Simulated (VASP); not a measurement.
Here is a VASP 6.6.1 calculation.

POSCAR

```
SrTiO3
1.0
    3.9020497953      0.0000000000      0.0000000000
    0.0000000000      3.9020497953      0.0000000000
    0.0000000000      0.0000000000      3.9020497953
Sr Ti O
1 1 3
Direct
    0.5000000000      0.5000000000      0.5000000000
    0.0000000000      0.0000000000      0.0000000000
    0.5000000000      0.0000000000      0.0000000000
    0.0000000000      0.5000000000      0.0000000000
    0.0000000000      0.0000000000      0.5000000000
```

Contents of INCAR.step1:

```
ALGO = Normal
EDIFF = 1E-4
ENCUT = 520
GGA = PE
ISMEAR = 0
LASPH = True
LCHARG = False
LREAL = False
LWAVE = True
NBANDS = 28
NELM = 80
PREC = Accurate
SIGMA = 0.02
```

INCAR.step2

```
ALGO = Normal
EDIFF = 1E-6
ENCUT = 520
ISIF = 2
ISMEAR = 0
ISTART = 1
LASPH = True
LCHARG = False
LMIXTAU = True
LREAL = False
LWAVE = False
METAGGA = R2SCAN
NBANDS = 28
NELM = 80
PREC = Accurate
SIGMA = 0.02
```

The input KPOINTS:

```
k-points
0
Gamma
  8 8 8
```

Potentials or basis: VASP PAW PBE potentials, release 64 (Sr_sv, Ti_sv, O).

The run is started by

```console
$ cat potpaw_PBE.64/Sr_sv/POTCAR potpaw_PBE.64/Ti_sv/POTCAR potpaw_PBE.64/O/POTCAR > POTCAR
$ cp INCAR.step1 INCAR
$ mpirun -np 1 vasp_std > vasp.out
$ cp INCAR.step2 INCAR
$ mpirun -np 1 vasp_std > vasp.out
```

Question: Predict the band gap on the k mesh.

Answer: 2.28 eV (least direct gap 2.66 eV).

Question: Predict the pressure.

Answer: 1.6 GPa.

Caveat: the PAW data sets were made with another functional, which shifts forces and pressure a little. A k mesh can miss the band edges.
